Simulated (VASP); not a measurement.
# BiTe (Fm-3m) in VASP: further runs

Aim: see how the results for BiTe move with the level of theory and the settings. Levels: r2SCAN, BLYP. Tasks: single point.

Everything below comes from runs of VASP 6.6.1. Logs are shortened: lines on timing, memory, paths and dates and some standing lists are left out, and cuts for length are marked.

### 1 The cell of the first run

The structure is cubic, space group Fm-3m (No. 225). Conventional cell: a = 6.470 Å, b = 6.470 Å, c = 6.470 Å, α = 90.00°, β = 90.00°, γ = 90.00°. Bi (site symmetry m-3m) has 6 Te at 3.23 Å within 4.3 Å. Within 4.3 Å of Te (site symmetry m-3m) lie 6 Bi at 3.23 Å.

### 2 Single point, r2SCAN, non-collinear spin, zero start, spin-orbit coupling

Input file POSCAR:

```
BiTe
1.0
    0.0000000000      3.2350000000      3.2350000000
    3.2350000000      0.0000000000      3.2350000000
    3.2350000000      3.2350000000      0.0000000000
Bi Te
1 1
Direct
    0.0000000000      0.0000000000      0.0000000000
    0.5000000000      0.5000000000      0.5000000000
```

Input file INCAR.step1:

```
PREC = Accurate ; ENCUT = 520
ISMEAR = -1 ; SIGMA = 0.05
LREAL = False ; LASPH = True
NELM = 150 ; MAGMOM = 0 0 0 0 0 0
LSORBIT = True ; GGA_COMPAT = False
NBANDS = 33 ; GGA = PE
ALGO = Normal ; EDIFF = 1E-4
LWAVE = True ; LCHARG = False
```

Input file INCAR.step2:

```
PREC = Accurate ; ENCUT = 520
EDIFF = 1E-6 ; ISMEAR = -1
SIGMA = 0.05 ; LREAL = False
LASPH = True ; NELM = 150
ALGO = Normal ; ISIF = 2
LWAVE = False ; LCHARG = False
MAGMOM = 0 0 0 0 0 0 ; LORBIT = 11
LSORBIT = True ; GGA_COMPAT = False
LORBMOM = True ; METAGGA = R2SCAN
LMIXTAU = True ; NBANDS = 33
ISTART = 1
```

Input file KPOINTS:

```
regular mesh
0
Gamma
  5 5 5
```

Potentials or basis: VASP PAW PBE potentials, release 64 (Bi_d, Te).

Started as:

```
> cat potpaw_PBE.64/Bi_d/POTCAR potpaw_PBE.64/Te/POTCAR > POTCAR
> cp INCAR.step1 INCAR
> mpirun -np 1 vasp_ncl > vasp.out
> cp INCAR.step2 INCAR
> mpirun -np 1 vasp_ncl > vasp.out
```

OUTCAR:

```text
PREC = Accurate
   ENCUT = 520
   EDIFF = 1E-6
   ISMEAR = -1
   LREAL = False
   LASPH = True
   NELM = 150
   ISIF = 2
   LORBIT = 11
   LSORBIT = True
   METAGGA = R2SCAN
   ISTART = 1

 ion  position               nearest neighbor table
   1  0.000  0.000  0.000-   2 3.23   2 3.23   2 3.23   2 3.23   2 3.23   2 3.23
   2  0.500  0.500  0.500-   1 3.23   1 3.23   1 3.23   1 3.23   1 3.23   1 3.23

  LATTYP: Found a face centered cubic cell.
 ALAT       =     6.4700000000

  Lattice vectors:

 A1 = (   0.0000000000,   3.2350000000,   3.2350000000)
 A2 = (   3.2350000000,   0.0000000000,   3.2350000000)
 A3 = (   3.2350000000,   3.2350000000,   0.0000000000)

Analysis of symmetry for initial positions (statically):
=====================================================================
 Subroutine PRICEL returns:
 Original cell was already a primitive cell.

 Routine SETGRP: Setting up the symmetry group for a
 face centered cubic supercell.

 Subroutine GETGRP returns: Found 48 space group operations
 (whereof 48 operations were pure point group operations)
 out of a pool of 48 trial point group operations.

The static configuration has the point symmetry O_h .

Analysis of symmetry for dynamics (positions and initial velocities):
=====================================================================
 Subroutine PRICEL returns:
 Original cell was already a primitive cell.

 Routine SETGRP: Setting up the symmetry group for a
 face centered cubic supercell.

 Subroutine GETGRP returns: Found 48 space group operations
 (whereof 48 operations were pure point group operations)
 out of a pool of 48 trial point group operations.

The dynamic configuration has the point symmetry O_h .

Analysis of structural, dynamic, and magnetic symmetry:
=====================================================================
 Subroutine PRICEL returns:
 Original cell was already a primitive cell.

 Routine SETGRP: Setting up the symmetry group for a
 face centered cubic supercell.

 Subroutine GETGRP returns: Found 48 space group operations
 (whereof 48 operations were pure point group operations)
 out of a pool of 48 trial point group operations.

The overall configuration has the point symmetry O_h .

 Subroutine INISYM returns: Found 48 space group operations
 (whereof 48 operations are pure point group operations),
 and found     1 'primitive' translations

----------------------------------------------------------------------------------------

                                     Primitive cell

  volume of cell :      67.7100

  direct lattice vectors                    reciprocal lattice vectors
     0.000000000  3.235000000  3.235000000    -0.154559505  0.154559505  0.154559505
     3.235000000  0.000000000  3.235000000     0.154559505 -0.154559505  0.154559505
     3.235000000  3.235000000  0.000000000     0.154559505  0.154559505 -0.154559505

  length of vectors
     4.574980874  4.574980874  4.574980874     0.267704916  0.267704916  0.267704916

  position of ions in fractional coordinates (direct lattice)
     0.000000000  0.000000000  0.000000000
     0.500000000  0.500000000  0.500000000

  ion indices of the primitive-cell ions
   primitive index   ion index
                 1           1
                 2           2

----------------------------------------------------------------------------------------

 KPOINTS: regular mesh

Automatic generation of k-mesh.
 Grid dimensions read from file:
 generate k-points for:    5    5    5

 Generating k-lattice:

  Cartesian coordinates                     Fractional coordinates (reciprocal lattice)
    -0.030911901  0.030911901  0.030911901     0.200000000  0.000000000  0.000000000
[... 78 lines left out ...]
 NGX is ok and might be reduce to    36
   NGX = 17   NGY = 17   NGZ = 17

 number of electron      21.0000001 magnetization      -0.0000000     -0.0000000     -0.0000000

 number of electron      21.0000001 magnetization       0.0000000      0.0000000      0.0000000

 Free energy of the ion-electron system (eV)
  ---------------------------------------------------
  ext. energy  EPLUGINS =         0.00000000
  ---------------------------------------------------
  free energy    TOTEN  =       -84.91099839 eV

  energy without entropy =      -84.87801586  energy(sigma->0) =      -84.89450712

 E-fermi :   6.5777     XC(G=0):  -9.9571

 val. band max:        6.5105426147   @ k =   0.2000   0.0000   0.0000
 cond. band min:       6.5969643483   @ k =  -0.4000   0.4000   0.2000
 fundamental gap:      0.0864217336
 Fermi energy:         6.5777205181

 k-point     1 :       0.0000    0.0000    0.0000
  band No.  band energies     occupation
      1     -18.8991      1.00000
      2     -18.8991      1.00000
      3     -18.8991      1.00000
      4     -18.8991      1.00000
      5     -15.9255      1.00000
      6     -15.9255      1.00000
[... 349 lines left out ...]
     32      15.9279      0.00000
     33      16.1650      0.00000

------------------------ aborting loop because EDIFF is reached ----------------------------------------

  FORCE on cell =-STRESS in cart. coord.  units (eV):
  Direction    XX          YY          ZZ          XY          YZ          ZX
  --------------------------------------------------------------------------------------
  -------------------------------------------------------------------------------------
  Total        0.7795346      0.7795346      0.7795346      0.0000000      0.0000000      0.0000000
  in kB       18.4456145     18.4456145     18.4456145      0.0000000      0.0000000      0.0000000
  external PRESSURE =      18.4456145 kB  Pullay stress =       0.0000000 kB

 VOLUME and BASIS-vectors are now :
 -----------------------------------------------------------------------------
  energy-cutoff  :      520.00
  volume of cell :       67.71
      direct lattice vectors                 reciprocal lattice vectors
     0.000000000  3.235000000  3.235000000    -0.154559505  0.154559505  0.154559505
     3.235000000  0.000000000  3.235000000     0.154559505 -0.154559505  0.154559505
     3.235000000  3.235000000  0.000000000     0.154559505  0.154559505 -0.154559505

 POSITION                                       TOTAL-FORCE (eV/Angst)
 -----------------------------------------------------------------------------------
      0.00000      0.00000      0.00000        -0.000000      0.000000      0.000000
      3.23500      3.23500      3.23500         0.000000     -0.000000     -0.000000
 -----------------------------------------------------------------------------------
    total drift:                               -0.000000      0.000000      0.000000

  FREE ENERGIE OF THE ION-ELECTRON SYSTEM (eV)
  ---------------------------------------------------
  free  energy   TOTEN  =       -84.9109983912 eV

  energy  without entropy=      -84.8780158559  energy(sigma->0) =      -84.89450712

 orbital moment (x)

 # of ion     p       d       tot
 ----------------------------------------
  1         0.000   0.000   0.000
  2         0.000  -0.000  -0.000
 ----------------------------------------
            0.000   0.000   0.000

 orbital moment (y)

 # of ion     p       d       tot
 ----------------------------------------
  1         0.000  -0.000  -0.000
  2         0.000   0.000   0.000
 ----------------------------------------
            0.000  -0.000  -0.000

 orbital moment (z)

 # of ion     p       d       tot
 ----------------------------------------
  1         0.000  -0.000  -0.000
  2         0.000   0.000   0.000
 ----------------------------------------
            0.000  -0.000  -0.000

 Spin-Orbit-Coupling matrix elements

 Ion:    1  E_soc:     -1.9188211
 l=   1
     0.0000000    -0.2561493    -0.2561493
    -0.2561493     0.0000000    -0.2561493
    -0.2561493    -0.2561493     0.0000000
 l=   2
     0.0000000    -0.0127518     0.0000000    -0.0127518    -0.0509024
    -0.0127518     0.0000000    -0.0381768    -0.0127518    -0.0127256
     0.0000000    -0.0381768     0.0000000    -0.0381768     0.0000000
    -0.0127518    -0.0127518    -0.0381768     0.0000000    -0.0127256
    -0.0509024    -0.0127256     0.0000000    -0.0127256     0.0000000
 l=   3
     0.0000000     0.0000000     0.0000000     0.0000000     0.0000000     0.0000000     0.0000000
     0.0000000     0.0000000     0.0000000     0.0000000     0.0000000     0.0000000     0.0000000
     0.0000000     0.0000000     0.0000000     0.0000000     0.0000000     0.0000000     0.0000000
     0.0000000     0.0000000     0.0000000     0.0000000     0.0000000     0.0000000     0.0000000
     0.0000000     0.0000000     0.0000000     0.0000000     0.0000000     0.0000000     0.0000000
     0.0000000     0.0000000     0.0000000     0.0000000     0.0000000     0.0000000     0.0000000
     0.0000000     0.0000000     0.0000000     0.0000000     0.0000000     0.0000000     0.0000000

 Ion:    2  E_soc:     -0.2186992
 l=   1
     0.0000000    -0.0366607    -0.0366607
    -0.0366607     0.0000000    -0.0366607
    -0.0366607    -0.0366607     0.0000000
 l=   2
     0.0000000    -0.0000112     0.0000000    -0.0000112     0.0002220
    -0.0000112     0.0000000     0.0001665    -0.0000112     0.0000555
     0.0000000     0.0001665     0.0000000     0.0001665     0.0000000
    -0.0000112    -0.0000112     0.0001665     0.0000000     0.0000555
     0.0002220     0.0000555     0.0000000     0.0000555     0.0000000
 l=   3
     0.0000000     0.0000000     0.0000000     0.0000000     0.0000000     0.0000000     0.0000000
     0.0000000     0.0000000     0.0000000     0.0000000     0.0000000     0.0000000     0.0000000
     0.0000000     0.0000000     0.0000000     0.0000000     0.0000000     0.0000000     0.0000000
     0.0000000     0.0000000     0.0000000     0.0000000     0.0000000     0.0000000     0.0000000
     0.0000000     0.0000000     0.0000000     0.0000000     0.0000000     0.0000000     0.0000000
     0.0000000     0.0000000     0.0000000     0.0000000     0.0000000     0.0000000     0.0000000
     0.0000000     0.0000000     0.0000000     0.0000000     0.0000000     0.0000000     0.0000000

 total charge

# of ion       s       p       d       tot
------------------------------------------
    1        1.540   1.201   9.919  12.660
    2        1.405   1.949   0.032   3.385
--------------------------------------------------
tot          2.945   3.150   9.951  16.046

 magnetization (x)

# of ion       s       p       d       tot
------------------------------------------
    1        0.000  -0.000   0.000   0.000
    2        0.000   0.000   0.000   0.000
--------------------------------------------------
tot          0.000  -0.000   0.000   0.000

 magnetization (y)

# of ion       s       p       d       tot
------------------------------------------
    1        0.000   0.000   0.000   0.000
    2        0.000   0.000   0.000   0.000
--------------------------------------------------
tot          0.000   0.000   0.000   0.000

 magnetization (z)

# of ion       s       p       d       tot
------------------------------------------
    1       -0.000  -0.000   0.000  -0.000
    2        0.000  -0.000   0.000  -0.000
--------------------------------------------------
tot         -0.000  -0.000   0.000  -0.000
```

It took 5.3 min on 1 thread of AMD EPYC 9R45 (Zen 5), shared host; peak memory 0.43 GiB.

Results:

* Free energy: -84.9110 eV
* Pressure: 1.8 GPa
* Net moment: 0.00 μB per cell
* Valence electrons inside the program's atomic spheres: Bi 12.66; Te 3.38

Moments on the atoms (μB; x, y, z):
```
Bi  0.00 0.00 0.00
Te  0.00 0.00 0.00
```

Caveat: the PAW data sets were made with another functional, which shifts forces and pressure a little.

### 3 Single point, BLYP (volume scaled by 0.94)

Input file INCAR:

```
SYSTEM = BiTe
PREC     = Accurate       ! precision mode
ENCUT    = 520            ! plane-wave cutoff, eV
EDIFF    = 1E-7           ! SCF threshold, eV
ISMEAR   = -1             ! smearing method
SIGMA    = 0.02           ! smearing width, eV
LREAL    = .False.        ! projectors in reciprocal space
LASPH    = .True.         ! aspherical terms in the spheres
NELM     = 80             ! most SCF steps
ALGO     = Normal         ! electronic algorithm
ISIF     = 2              ! what is computed and relaxed
LWAVE    = .False.        ! write WAVECAR
LCHARG   = .True.         ! write CHGCAR
GGA      = B5             ! functional
ALDAX    = 1.0          
AGGAX    = 1.0          
AGGAC    = 1.0          
ALDAC    = 0.0          
LELF     = .True.         ! ELF
LVHAR    = .True.       
NBANDS   = 18             ! bands
```

Input file KPOINTS:

```
regular mesh
0
Gamma
  7 7 7
  0 0 0
```

Input file POSCAR:

```
BiTe
1.0
    0.0000000000      3.1689610617      3.1689610617
    3.1689610617      0.0000000000      3.1689610617
    3.1689610617      3.1689610617      0.0000000000
Bi Te
1 1
Direct
    0.0000000000      0.0000000000      0.0000000000
    0.5000000000      0.5000000000      0.5000000000
```

Potentials or basis: VASP PAW PBE potentials, release 64 (Bi_d, Te).

Started as:

```
> cat potpaw_PBE.64/Bi_d/POTCAR potpaw_PBE.64/Te/POTCAR > POTCAR
> mpirun -np 1 vasp_std > vasp.out
```

OUTCAR:

```text
SYSTEM = BiTe
   PREC = Accurate
   ENCUT = 520
   EDIFF = 1E-7
   ISMEAR = -1
   LREAL = .False.
   LASPH = .True.
   NELM = 80
   ISIF = 2
   GGA = B5

 ion  position               nearest neighbor table
   1  0.000  0.000  0.000-   2 3.17   2 3.17   2 3.17   2 3.17   2 3.17   2 3.17
   2  0.500  0.500  0.500-   1 3.17   1 3.17   1 3.17   1 3.17   1 3.17   1 3.17

  LATTYP: Found a face centered cubic cell.
 ALAT       =     6.3379221234

  Lattice vectors:

 A1 = (   0.0000000000,   3.1689610617,   3.1689610617)
 A2 = (   3.1689610617,   0.0000000000,   3.1689610617)
 A3 = (   3.1689610617,   3.1689610617,   0.0000000000)

Analysis of symmetry for initial positions (statically):
=====================================================================
 Subroutine PRICEL returns:
 Original cell was already a primitive cell.

 Routine SETGRP: Setting up the symmetry group for a
 face centered cubic supercell.

 Subroutine GETGRP returns: Found 48 space group operations
 (whereof 48 operations were pure point group operations)
 out of a pool of 48 trial point group operations.
[... 154 lines left out ...]
  free energy    TOTEN  =        -5.63157493 eV

  energy without entropy =       -5.62812305  energy(sigma->0) =       -5.62984899

 E-fermi :   7.9710     XC(G=0):  -9.0668

 val. band max:        7.9672444743   @ k =   0.1429   0.1429   0.0000
 cond. band min:       8.0115303393   @ k =  -0.4286   0.1429   0.0000
 fundamental gap:      0.0442858651
 Fermi energy:         7.9709540022

 k-point     1 :       0.0000    0.0000    0.0000
  band No.  band energies     occupation
      1     -15.2132      2.00000
      2     -15.2132      2.00000
      3     -15.2018      2.00000
      4     -15.2018      2.00000
      5     -15.2018      2.00000
      6      -6.0743      2.00000
[... 397 lines left out ...]
      5     -15.1888      2.00000
      6      -3.5959      2.00000
[... 10 lines left out ...]
     17      17.7266      0.00000
     18      18.5993      0.00000

------------------------ aborting loop because EDIFF is reached ----------------------------------------

  FORCE on cell =-STRESS in cart. coord.  units (eV):
  Direction    XX          YY          ZZ          XY          YZ          ZX
  --------------------------------------------------------------------------------------
  -------------------------------------------------------------------------------------
  Total        3.4668034      3.4668034      3.4668034      0.0000000      0.0000000      0.0000000
  in kB       87.2688188     87.2688188     87.2688188      0.0000000      0.0000000      0.0000000
  external PRESSURE =      87.2688188 kB  Pullay stress =       0.0000000 kB

 VOLUME and BASIS-vectors are now :
 -----------------------------------------------------------------------------
  energy-cutoff  :      520.00
  volume of cell :       63.65
      direct lattice vectors                 reciprocal lattice vectors
     0.000000000  3.168961062  3.168961062    -0.157780418  0.157780418  0.157780418
     3.168961062  0.000000000  3.168961062     0.157780418 -0.157780418  0.157780418
     3.168961062  3.168961062  0.000000000     0.157780418  0.157780418 -0.157780418

 POSITION                                       TOTAL-FORCE (eV/Angst)
 -----------------------------------------------------------------------------------
      0.00000      0.00000      0.00000         0.000000     -0.000000      0.000000
      3.16896      3.16896      3.16896        -0.000000      0.000000     -0.000000
 -----------------------------------------------------------------------------------
    total drift:                               -0.000000      0.000000      0.000000

  FREE ENERGIE OF THE ION-ELECTRON SYSTEM (eV)
  ---------------------------------------------------
  free  energy   TOTEN  =        -5.6315749277 eV

  energy  without entropy=       -5.6281230484  energy(sigma->0) =       -5.62984899
```

OSZICAR:

```text
N       E                     dE             d eps       ncg     rms          rms(c)
DAV:   1     0.166442688206E+03    0.16644E+03   -0.97891E+03   720   0.113E+03
DAV:   2     0.675269792176E+01   -0.15969E+03   -0.15494E+03   778   0.316E+02
DAV:   3    -0.531483372196E+01   -0.12068E+02   -0.11829E+02   902   0.908E+01
DAV:   4    -0.566278721243E+01   -0.34795E+00   -0.34574E+00   854   0.162E+01
DAV:   5    -0.567872365095E+01   -0.15936E-01   -0.15933E-01   996   0.335E+00    0.637E+00
DAV:   6    -0.562727791421E+01    0.51446E-01   -0.15528E-01  1018   0.291E+00    0.392E+00
DAV:   7    -0.563123714299E+01   -0.39592E-02   -0.41397E-02   812   0.134E+00    0.753E-01
DAV:   8    -0.563132456386E+01   -0.87421E-04   -0.56199E-03   894   0.513E-01    0.210E-01
DAV:   9    -0.563156817631E+01   -0.24361E-03   -0.62511E-04   784   0.161E-01    0.848E-02
DAV:  10    -0.563156954998E+01   -0.13737E-05   -0.24056E-05  1074   0.274E-02    0.332E-02
DAV:  11    -0.563157490205E+01   -0.53521E-05   -0.13784E-05   772   0.350E-02    0.137E-02
DAV:  12    -0.563157491683E+01   -0.14777E-07   -0.10589E-06   866   0.115E-02    0.443E-03
DAV:  13    -0.563157475091E+01    0.16592E-06   -0.36203E-07   770   0.624E-03    0.176E-03
DAV:  14    -0.563157489594E+01   -0.14503E-06   -0.20174E-08   438   0.945E-04    0.693E-04
DAV:  15    -0.563157492766E+01   -0.31722E-07   -0.35766E-09   414   0.516E-04
   1 F= -.56315749E+01 E0= -.56298490E+01  d E =-.345188E-02
```

Wall time 1.8 min (1 thread of AMD EPYC 7R13, shared host); peak memory 0.18 GiB.

Results:

```
Free energy : -5.6316 eV
Pressure    : 8.7 GPa
```

Caveat: the PAW data sets were made with another functional, which shifts forces and pressure a little; spin-orbit coupling is left out, which moves the levels of the heavy elements.
